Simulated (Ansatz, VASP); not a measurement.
# GaSb in VASP and in Ansatz

POSCAR

```
GaSb
1.0
    0.0000000000      3.0351751599      3.0351751599
    3.0351751599      0.0000000000      3.0351751599
    3.0351751599      3.0351751599      0.0000000000
Ga Sb
1 1
Direct
    0.0000000000      0.0000000000      0.0000000000
    0.2500000000      0.2500000000      0.2500000000
```

INCAR.step1

```
SYSTEM = GaSb
ALGO = Normal
EDIFF = 1E-4
ENCUT = 520
GGA = PE
ISMEAR = 0
LASPH = .True.
LCHARG = .False.
LREAL = .False.
LWAVE = .True.
NBANDS = 16
NELM = 100
PREC = Accurate
SIGMA = 0.02
```

The input INCAR.step2:

```
SYSTEM = GaSb
ALGO = Normal
EDIFF = 1E-6
ENCUT = 520
ISIF = 2
ISMEAR = 0
ISTART = 1
LASPH = .True.
LCHARG = .False.
LMIXTAU = .True.
LREAL = .False.
LWAVE = .False.
METAGGA = R2SCAN
NBANDS = 16
NELM = 100
PREC = Accurate
SIGMA = 0.02
```

Contents of KPOINTS:

```
k-points
0
Gamma
  10 10 10
  0 0 0
```

Input for Ansatz:

```yaml
crystal:
  lattice:
    - [0.0, 3.0351751599, 3.0351751599]
    - [3.0351751599, 0.0, 3.0351751599]
    - [3.0351751599, 3.0351751599, 0.0]
  atoms:
    - { symbol: Ga, position: [0.0, 0.0, 0.0] }
    - { symbol: Sb, position: [0.25, 0.25, 0.25] }
basis:
  ecutwfc: 500
kpoints:
  mp_grid: { grid: [10, 10, 10] }
hamiltonian:
  xc: r2scan
scf:
  occupations: { method: gaussian, width: 0.02 }
output:
  forces: true
  stress: true
  eigenvalues: true
```

Alike in both runs: task single point; functional r2SCAN; k mesh 10 × 10 × 10; occupations gaussian, width 0.02 eV; no spin polarisation.

```csv
,VASP,Ansatz
version,VASP 6.6.1,Ansatz 0.2.0
potentials or method,"VASP PAW PBE potentials, release 64 (Ga_d, Sb), cutoff 520 eV","scalar-relativistic, plane waves, PAW"
valence electrons in the cell,18,28
```

|  | VASP | Ansatz | Ansatz less VASP |
| --- | --- | --- | --- |
| gap on the k mesh at the Fermi level (eV) | 0.63 | 0.65 | +0.016 |
| least direct gap on the mesh (eV) | 0.63 | 0.65 | +0.016 |
| pressure (GPa) | 1.8 | 1.7 | -0.09 |

VASP's potentials were made for PBE, not for r2SCAN. VASP's potentials hold 18 valence electrons a cell and Ansatz's 28, so a difference there can come from the potentials and not from the codes.

Spin-orbit coupling is off throughout.
